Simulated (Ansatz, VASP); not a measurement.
# Two plane-wave programs on Hf3Ta2O

```xyz
6
Lattice="0.0000 3.7302 4.8271 3.4175 0.0000 4.8271 3.4175 3.7302 0.0000" Properties=species:S:1:pos:R:3 pbc="T T T"
Hf    1.7087    3.7302    2.4135
Hf    1.7087    0.0000    2.4135
Hf    3.4175    3.7302    4.8271
Ta    1.7087    1.8651    4.8271
Ta    1.7087    1.8651    0.0000
O     0.0000    0.0000    0.0000
```

Alike in both runs: functional PBE; k mesh 4 × 4 × 4; occupations gaussian, width 0.1 eV; no spin polarisation.

Ansatz relaxed the structure, and its values are those at the end. VASP's run is a single point on that final structure, the one shown.

```csv
,VASP,Ansatz
version,VASP 6.6.1,Ansatz 0.2.0
potentials or method,"VASP PAW PBE potentials, release 64 (Hf_pv, Ta_pv, O), cutoff 520 eV","scalar-relativistic, plane waves, PAW"
valence electrons in the cell,58,110
```

VASP gave:

| Quantity | Value |
| --- | --- |
| gap on the k mesh at the Fermi level (eV) | none |
| pressure (GPa) | -0.1 |

Q: What did Ansatz give for the same quantities?

A: gap on the k mesh at the Fermi level (eV): none; pressure (GPa): 0.1.

A gap of «none» marks a metal or a gap that the smearing closes. With one functional, cell and mesh, what is left measures potentials, basis and numerics. VASP's potentials hold 58 valence electrons a cell and Ansatz's 110, so a difference there can come from the potentials and not from the codes.

Spin-orbit coupling is off throughout.
